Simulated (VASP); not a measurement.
The system is V.

```
V
1.0
     2.56910    0.00000    0.00000
    -1.28455    2.22490    0.00000
     0.00000    0.00000    4.65950
V
2
Direct
  0.33333 0.66667 0.25000
  0.66667 0.33333 0.75000
```

This isn't the form of V at room conditions, which is bcc.

Base run:

| Item | Value |
| --- | --- |
| Program | VASP 6.6.1 |
| Functional | PBEsol |
| Potentials or basis | VASP PAW PBE potentials, release 64 (V_sv) |
| Cutoff | 520 eV |
| k mesh | 12 × 12 × 6 |
| Occupations | fermi-dirac, width 0.05 eV |
| Spin | collinear spin, ferromagnetic start |
| Starting moments | [2.0, 2.0] μB |

Its results: band gap on the k mesh zero (filled and empty bands overlap); pressure 0.1 GPa; net moment 0.00 μB per cell.

Question: The run is repeated on the same cell with these changes: functional from PBEsol to PBE. What comes out?

Answer: Band gap on the k mesh zero (filled and empty bands overlap); pressure 7.2 GPa; net moment 0.00 μB per cell.

PBE binds less tightly than PBEsol, so the same cell stands under more pressure.

Caveats: the PAW data sets were made with another functional, which shifts forces and pressure a little (at least some runs); the cell stands under pressure (at least some runs).
